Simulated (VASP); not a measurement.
Runs of VASP 6.6.1 on Ti. The structure is that of space group Fd-3m (No. 227), or close to it. The cells are those of the table. This isn't the form of Ti at room conditions, which is hcp.

| cell | gap on the mesh (eV) | pressure (GPa) |
| --- | --- | --- |
| a = 3.082 Å, angles 60.0°, 2 atoms | none | 151.2 |
| a = 3.484 Å, angles 60.0°, 2 atoms | none | (b) |
| a = 3.296 Å, angles 60.0°, 2 atoms | none | 62.8 |
| a = 3.954 Å, angles 60.0°, 2 atoms | none | 2.0 |
| a = 3.810 Å, angles 60.0°, 2 atoms | none | (a) |

Alike in all rows: task single point; level PBE; potentials or basis VASP PAW PBE potentials, release 64 (Ti_sv); no spin polarisation; k mesh 12 × 12 × 12; cutoff (eV) 520; smearing fermi-dirac 0.08 eV.

**Question.** Fill in the values left out.

**Answer.** (a) 7.0; (b) 29.0.

Caveats: the cell stands under pressure (at least some runs); atoms lie so close that the PAW spheres overlap strongly, which falsifies energies and pressures (at least some runs).

A gap of «none» marks levels without a gap at the run's occupations.
